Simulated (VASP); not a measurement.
# N2 in VASP: single point with PBE

Aim: the single point of N2 with PBE.

All numbers are computed with VASP 6.6.1; they aren't measurements. Logs are shortened: lines on timing, memory, paths and dates and some standing lists are left out, and cuts for length are marked.

## (1) The cell of the first run

The cell holds a molecule in a box, 2 atoms: a = 9.000 Å, b = 9.500 Å, c = 10.000 Å, α = 90.00°, β = 90.00°, γ = 90.00°.

## (2) Single point, PBE

INCAR reads:

```
SYSTEM = N
ALGO = Normal ; EDIFF = 1E-6
ENCUT = 1000 ; GGA = PE
GGA_COMPAT = .False. ; ISIF = 2
ISMEAR = -1 ; LASPH = .True.
LCHARG = .False. ; LREAL = .False.
LWAVE = .False. ; NBANDS = 12
NELM = 120 ; NELMDL = -8
PREC = Accurate ; SIGMA = 0.02
```

KPOINTS reads:

```
k-points
0
Gamma
  1 1 1
  0 0 0
```

POSCAR reads:

```
N
1.0
    9.0000000000      0.0000000000      0.0000000000
    0.0000000000      9.5000000000      0.0000000000
    0.0000000000      0.0000000000     10.0000000000
N
2
Direct
    0.5000000000      0.5000000000      0.4448962402
    0.5000000000      0.5000000000      0.5551037598
```

Potentials or basis: VASP PAW PBE potentials, release 64 (N_h).

The run is started by

```bash
$ cat potpaw_PBE.64/N_h/POTCAR > POTCAR
$ mpirun -np 1 vasp_gam > vasp.out
```

OUTCAR:

```text
SYSTEM = N
   EDIFF = 1E-6
   ENCUT = 1000
   GGA = PE
   ISIF = 2
   ISMEAR = -1
   LASPH = .True.
   LREAL = .False.
   NELM = 120
   NELMDL = -8
   PREC = Accurate

 ion  position               nearest neighbor table
   1  0.500  0.500  0.445-   2 1.10
   2  0.500  0.500  0.555-   1 1.10

  LATTYP: Found a simple orthorhombic cell.
 ALAT       =     9.0000000000
 B/A-ratio  =     1.0555555556
 C/A-ratio  =     1.1111111111

  Lattice vectors:

 A1 = (   9.0000000000,   0.0000000000,   0.0000000000)
 A2 = (   0.0000000000,   9.5000000000,   0.0000000000)
 A3 = (   0.0000000000,   0.0000000000,  10.0000000000)

Analysis of symmetry for initial positions (statically):
=====================================================================
 Subroutine PRICEL returns:
 Original cell was already a primitive cell.

 Routine SETGRP: Setting up the symmetry group for a
 simple orthorhombic supercell.

 Subroutine GETGRP returns: Found  8 space group operations
 (whereof  8 operations were pure point group operations)
 out of a pool of  8 trial point group operations.

The static configuration has the point symmetry D_2h.

Analysis of symmetry for dynamics (positions and initial velocities):
=====================================================================
 Subroutine PRICEL returns:
 Original cell was already a primitive cell.

 Routine SETGRP: Setting up the symmetry group for a
 simple orthorhombic supercell.

 Subroutine GETGRP returns: Found  8 space group operations
 (whereof  8 operations were pure point group operations)
 out of a pool of  8 trial point group operations.

The dynamic configuration has the point symmetry D_2h.

 Subroutine INISYM returns: Found  8 space group operations
 (whereof  8 operations are pure point group operations),
 and found     1 'primitive' translations

----------------------------------------------------------------------------------------

                                     Primitive cell

  volume of cell :     855.0000

  direct lattice vectors                    reciprocal lattice vectors
     9.000000000  0.000000000  0.000000000     0.111111111  0.000000000  0.000000000
     0.000000000  9.500000000  0.000000000     0.000000000  0.105263158  0.000000000
     0.000000000  0.000000000 10.000000000     0.000000000  0.000000000  0.100000000

  length of vectors
     9.000000000  9.500000000 10.000000000     0.111111111  0.105263158  0.100000000

  position of ions in fractional coordinates (direct lattice)
     0.500000000  0.500000000  0.444896240
     0.500000000  0.500000000  0.555103760

  ion indices of the primitive-cell ions
   primitive index   ion index
                 1           1
                 2           2

----------------------------------------------------------------------------------------

 KPOINTS: k-points

Automatic generation of k-mesh.
 Grid dimensions read from file:
 generate k-points for:    1    1    1

 Generating k-lattice:

  Cartesian coordinates                     Fractional coordinates (reciprocal lattice)
     0.111111111  0.000000000  0.000000000     1.000000000  0.000000000  0.000000000
     0.000000000  0.105263158  0.000000000     0.000000000  1.000000000  0.000000000
     0.000000000  0.000000000  0.100000000     0.000000000  0.000000000  1.000000000

  Length of vectors
     0.111111111  0.105263158  0.100000000

  Shift w.r.t. Gamma in fractional coordinates (k-lattice)
     0.000000000  0.000000000  0.000000000

 Subroutine IBZKPT returns following result:
 ===========================================

 Found      1 irreducible k-points:

 Following reciprocal coordinates:
            Coordinates               Weight
  0.000000  0.000000  0.000000      1.000000
   k-points           NKPTS =      1   k-points in BZ     NKDIM =      1   number of bands    NBANDS=     12
   number of dos      NEDOS =    301   number of ions     NIONS =      2
   total plane-waves  NPLWV = ******
   dimension x,y,z NGX =    96 NGY =   98 NGZ =  108
   dimension x,y,z NGXF=   192 NGYF=  196 NGZF=  216
   ions per type =               2
   NGX,Y,Z   is equivalent  to a cutoff of  17.73, 17.15, 17.95 a.u.
   NGXF,Y,Z  is equivalent  to a cutoff of  35.47, 34.30, 35.91 a.u.
 SYSTEM =  N
   PREC   = accura    normal or accurate (medium, high low for compatibility)
   ISTART =      0    job   : 0-new  1-cont  2-samecut
   ICHARG =      2    charge: 1-file 2-atom 10-const
   ISPIN  =      1    spin polarized calculation?
   LNONCOLLINEAR =      F non collinear calculations
   LSORBIT =      F    spin-orbit coupling
   LASPH  =      T    aspherical Exc in radial PAW
   ENCUT  = 1000.0 eV  73.50 Ry    8.57 a.u.  23.21 24.50 25.78*2*pi/ulx,y,z
   NELM   =    120;   NELMIN=  2; NELMDL= -8     # of ELM steps
   EDIFF  = 0.1E-05   stopping-criterion for ELM
   LREAL  =      F    real-space projection
   EDIFFG = 0.1E-04   stopping-criterion for IOM
   NSW    =      0    number of steps for IOM
   IBRION =     -1    ionic relax: 0-MD 1-quasi-New 2-CG
   NFREE  =      0    steps in history (QN), initial steepest desc. (CG)
   ISIF   =      2    stress and relaxation
   ISYM   =      2    0-nonsym 1-usesym 2-fastsym
   POTIM  = 0.5000    time-step for ionic-motion
   TEBEG  =    0.0;   TEEND  =   0.0 temperature during run
   PSTRESS=    0.0 pullay stress
   NELECT =      10.0000    total number of electrons
   NUPDOWN=      -1.0000    fix difference up-down
   EMIN   =  10.00;   EMAX   =-10.00  energy-range for DOS
   EFERMI =   0.00;   METHOD = LEGACY
   ISMEAR =    -1;   SIGMA  =   0.02  broadening in eV -4-tet -1-fermi 0-gaus
   EFERMI_NEDOS =   21; number of points for ismear=-14 and -15
   IALGO  =     38    algorithm
   IMIX   =      4    mixing-type and parameters
     AMIX     =   0.40;   BMIX     =  1.00
     AMIX_MAG =   1.60;   BMIX_MAG =  1.00
  volume/ion in A,a.u.               =     427.50      2884.91
  Fermi-wavevector in a.u.,A,eV,Ry     =   0.371609  0.702239  1.878872  0.138093
  Thomas-Fermi vector in A             =   1.299861
   LORBIT       =      0    0 simple, 1 ext, 2 COOP (PROOUT), +10 PAW based schemes
   GGA     = PE    functional components
   LHFCALC =     F    Hartree Fock is set to
   AEXX    =    0.0000 exact exchange contribution
   IVDW    =     0    specifies the selected vdW correction
   LEPSILON=     F    determine dielectric tensor
   LRPA    =     F    only Hartree local field effects (RPA)
 non-spin polarized calculation
  energy-cutoff  :     1000.00
  volume of cell :      855.00
 maximum number of plane-waves:     30729
 NGX is ok and might be reduce to    96
   NGX = 47   NGY = 49   NGZ = 51

 number of electron      10.0000000 magnetization

 Free energy of the ion-electron system (eV)
  ---------------------------------------------------
  ext. energy  EPLUGINS =         0.00000000
  ---------------------------------------------------
  free energy    TOTEN  =       -16.82150018 eV

  energy without entropy =      -16.82150018  energy(sigma->0) =      -16.82150018

 E-fermi :  -9.5419     XC(G=0):  -0.6933

 val. band max:      -10.0547888315   @ k =   0.0000   0.0000   0.0000
 cond. band min:      -1.8015598830   @ k =   0.0000   0.0000   0.0000
 fundamental gap:      8.2532289485
 Fermi energy:        -9.5418581570

 k-point     1 :       0.0000    0.0000    0.0000
  band No.  band energies     occupation
      1     -28.0106      2.00000
      2     -13.3386      2.00000
      3     -11.4010      2.00000
      4     -11.4010      2.00000
      5     -10.0548      2.00000
      6      -1.8016      0.00000
      7      -1.8011      0.00000
      8      -0.1852      0.00000
      9       1.1999      0.00000
     10       1.2785      0.00000
     11       1.3038      0.00000
     12       1.5497      0.00000

------------------------ aborting loop because EDIFF is reached ----------------------------------------

  FORCE on cell =-STRESS in cart. coord.  units (eV):
  Direction    XX          YY          ZZ          XY          YZ          ZX
  --------------------------------------------------------------------------------------
  -------------------------------------------------------------------------------------
  Total       -0.0118117     -0.0119367      0.0767904     -0.0000000      0.0000000      0.0000000
  in kB       -0.0221338     -0.0223680      0.1438970     -0.0000000      0.0000000      0.0000000
  external PRESSURE =       0.0331317 kB  Pullay stress =       0.0000000 kB

 VOLUME and BASIS-vectors are now :
 -----------------------------------------------------------------------------
  energy-cutoff  :     1000.00
  volume of cell :      855.00
      direct lattice vectors                 reciprocal lattice vectors
     9.000000000  0.000000000  0.000000000     0.111111111  0.000000000  0.000000000
     0.000000000  9.500000000  0.000000000     0.000000000  0.105263158  0.000000000
     0.000000000  0.000000000 10.000000000     0.000000000  0.000000000  0.100000000

 POSITION                                       TOTAL-FORCE (eV/Angst)
 -----------------------------------------------------------------------------------
      4.50000      4.75000      4.44896         0.000000     -0.000000     -0.080722
      4.50000      4.75000      5.55104         0.000000      0.000000      0.080722
 -----------------------------------------------------------------------------------
    total drift:                                0.000000      0.000000      0.000000

  FREE ENERGIE OF THE ION-ELECTRON SYSTEM (eV)
  ---------------------------------------------------
  free  energy   TOTEN  =       -16.8215001770 eV

  energy  without entropy=      -16.8215001770  energy(sigma->0) =      -16.82150018
```

It took 2.3 min on 1 thread of Intel Xeon Platinum 8488C (Sapphire Rapids), shared host; peak memory 1.5 GiB.

What came out:

```yaml
Free_energy: -16.8215 eV
Largest_force: 0.081 eV/Å
Gap_between_the_frontier_levels: 8.25 eV
```

Forces in eV/Å, atoms in the order of the input:
```
N    0.000  0.000 -0.081
N    0.000  0.000  0.081
```

Levels at points of the mesh, in eV from the valence-band top:
```tsv
k point	band 1	band 2	band 3	band 4	band 5	band 6	band 7	band 8	band 9	band 10
(0.00, 0.00, 0.00)	-17.96	-3.28	-1.35	-1.35	0.00	8.25	8.25	9.87	11.25	11.33
```
